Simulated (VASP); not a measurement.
Set up this calculation in VASP 6.6.1, as the native input.

| Item | Value |
| --- | --- |
| Task | single point |
| Functional | LDA |
| Potentials or basis | VASP PAW LDA potentials, release 64 (Sc_sv, Li_sv) |
| Cutoff | 520 eV |
| k mesh | 3 × 3 × 1 |
| Occupations | fermi-dirac, width 0.1 eV |
| Spin | no spin polarisation |
| Dipole correction | no |
| Further INCAR settings | ALGO = Normal; EDIFF = 1e-06; NBANDS = 80 |

The structure of LiSc12 lies in POSCAR:

```
LiSc12
1.0
    6.6200000000      0.0000000000      0.0000000000
    3.3100000000      5.7330880000      0.0000000000
    0.0000000000      0.0000000000     17.2761400000
Sc Li
12 1
Direct
    0.0000000000      0.0000000000      0.0578833003
    0.5000000000      0.0000000000      0.0578833003
    0.0000000000      0.5000000000      0.0578833003
    0.5000000000      0.5000000000      0.0578833003
   -0.1627807841      0.3331588491      0.1966645327
    0.3297551923      0.3348666548      0.1961286491
   -0.1627178091      0.8290718719      0.1968045524
    0.3336245896      0.8330030866      0.1936638045
    0.0144668553     -0.0075240429      0.3359351105
    0.4977225298     -0.0068127334      0.3323421204
   -0.0016814787      0.5003943773      0.3415068412
    0.4978409449      0.5082374455      0.3324543561
    0.3862587721      0.8064721839      0.4817539682
```

These files were run (other wordings do the same):

INCAR

```
PREC = Accurate ; ENCUT = 520
EDIFF = 1E-6 ; ISMEAR = -1
SIGMA = 0.1 ; LREAL = F
LASPH = T ; NELM = 100
ALGO = Normal ; ISIF = 2
LWAVE = F ; LCHARG = F
GGA = CA ; NBANDS = 80
```

KPOINTS

```
regular mesh
0
Gamma
  3 3 1
```

Potentials or basis: VASP PAW LDA potentials, release 64 (Sc_sv, Li_sv).

The run is started by

```bash
$ cat potpaw_LDA.64/Sc_sv/POTCAR potpaw_LDA.64/Li_sv/POTCAR > POTCAR
$ mpirun -np 1 vasp_std > vasp.out
```

Results of the run:

* Largest force: 0.031 eV/Å
* Band gap on the k mesh: zero (an odd number of electrons rules out a gap without spin polarisation)

Caveat: the k points lie up to 0.37 Å⁻¹ apart, too coarse for converged energies and pressures of a metal; there is no dipole correction, which matters where the two faces differ.

It took 19 min on 1 thread of Intel(R) Xeon(R) Platinum 8259CL CPU @ 2.50GHz (Skylake/Cascade Lake), with other jobs on the host, peak memory 0.56 GiB.
